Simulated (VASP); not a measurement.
# NaOs: relaxation of cell and atoms with PBE

The system is NaOs.

```xyz
8
Lattice="5.2559 0.0000 0.0000 0.0000 4.0563 0.0000 -0.0101 0.0000 9.3526" Properties=species:S:1:pos:R:3 pbc="T T T"
Na    3.2726    1.0141    6.8179
Na    0.6288    3.0422    6.1747
Na    4.6170    1.0141    3.1780
Na    1.9731    3.0422    2.5347
Os    3.2850    1.0141    0.4390
Os    0.6601    1.0141    0.3902
Os    1.9607    3.0422    8.9136
Os    4.5857    3.0422    8.9624
```

| Property | Result |
| --- | --- |
| Program | VASP 6.6.1 |
| Task | relaxation of cell and atoms |
| Functional | PBE |
| Potentials or basis | VASP PAW PBE potentials, release 64 (Na_pv, Os) |
| Cutoff | 600 eV |
| k mesh | 6 × 8 × 4 |
| Occupations | gaussian, width 0.1 eV |
| Spin | no spin polarisation |
| Dipole correction | no |
| Further INCAR settings | ALGO = Normal; EDIFF = 1e-07; IBRION = 2; EDIFFG = -0.01; NSW = 100; ISIF = 3 |

```yaml
Relaxed_volume: 24.90 Å³/atom
Relaxed_cell: a = 5.273 Å, b = 4.037 Å, c = 9.357 Å, α = 90.00°, β = 90.10°, γ = 90.00°
Space_group_after_relaxing_to_0.1_Å: P2_1/m (No. 11)
Energy_gained_by_relaxing: 0.3 meV/atom
Ionic_steps: 7
Pressure_after_relaxing: 0.0 GPa
Largest_force_after_relaxing: 0.007 eV/Å
Band_gap_on_the_k_mesh: zero (bands 30 and 31 overlap by 0.69 eV)
```

Forces in eV/Å, atoms in the order of the input:
```
Na   0.003  0.000 -0.001
Na   0.001  0.000  0.004
Na  -0.001  0.000 -0.004
Na  -0.003  0.000  0.001
Os   0.001  0.000 -0.007
Os  -0.002  0.000  0.000
Os  -0.001  0.000  0.007
Os   0.002  0.000  0.000
```

Step by step:
| step | energy change (eV) | largest force (eV/Å) | pressure (GPa) | volume (Å³) |
| --- | --- | --- | --- | --- |
| 1 | 0.0000 | 0.0745 | -0.11 | 199.39 |
| 2 | -0.0013 | 0.1069 | 0.28 | 198.88 |
| 3 | -0.0017 | 0.0482 | 0.15 | 199.04 |
| 4 | -0.0019 | 0.0212 | -0.16 | 199.52 |
| 5 | -0.0021 | 0.0313 | -0.04 | 199.34 |
| 6 | -0.0023 | 0.0113 | -0.01 | 199.25 |
| 7 | -0.0023 | 0.0075 | 0.00 | 199.20 |

Final structure:
```xyz
8
Lattice="5.2731 0.0000 -0.0018 0.0000 4.0371 0.0000 -0.0133 0.0000 9.3575" Properties=species:S:1:pos:R:3 pbc="T T T"
Na    3.2816    1.0093    6.8206
Na    0.6288    3.0278    6.1784
Na    4.6310    1.0093    3.1773
Na    1.9782    3.0278    2.5351
Os    3.2950    1.0093    0.4383
Os    0.6618    1.0093    0.3908
Os    1.9647    3.0278    8.9175
Os    4.5980    3.0278    8.9649
```

Levels at points of the mesh, in eV from the Fermi level:
```csv
k point,band 27,band 28,band 29,band 30,band 31,band 32,band 33,band 34
"(0.00, 0.00, 0.00)",-1.21,-0.83,0.22,0.23,0.82,1.01,1.26,1.26
"(0.50, 0.00, 0.00)",-0.97,-0.87,-0.22,-0.19,-0.17,-0.06,1.29,1.38
"(0.00, 0.50, 0.00)",-0.67,-0.67,-0.30,-0.30,0.49,0.49,2.24,2.24
"(0.50, 0.50, 0.00)",-1.67,-1.67,-0.14,-0.14,0.00,0.00,1.46,1.46
"(0.00, 0.00, 0.50)",-1.18,-0.02,0.21,0.21,0.81,1.01,1.26,1.26
"(0.50, 0.00, 0.50)",-0.88,-0.69,-0.19,-0.18,-0.07,0.10,1.46,1.48
"(0.00, 0.50, 0.50)",-0.68,-0.68,-0.66,-0.66,1.10,1.10,2.24,2.24
"(0.50, 0.50, 0.50)",-1.67,-1.67,-0.17,-0.17,-0.03,-0.03,1.47,1.47
```

Run time: 48 min on 1 thread of Oxide Virtual Turin-like Processor (shared host), peak memory 0.64 GiB.

Caveat: spin-orbit coupling is left out, which moves the levels of the heavy elements.
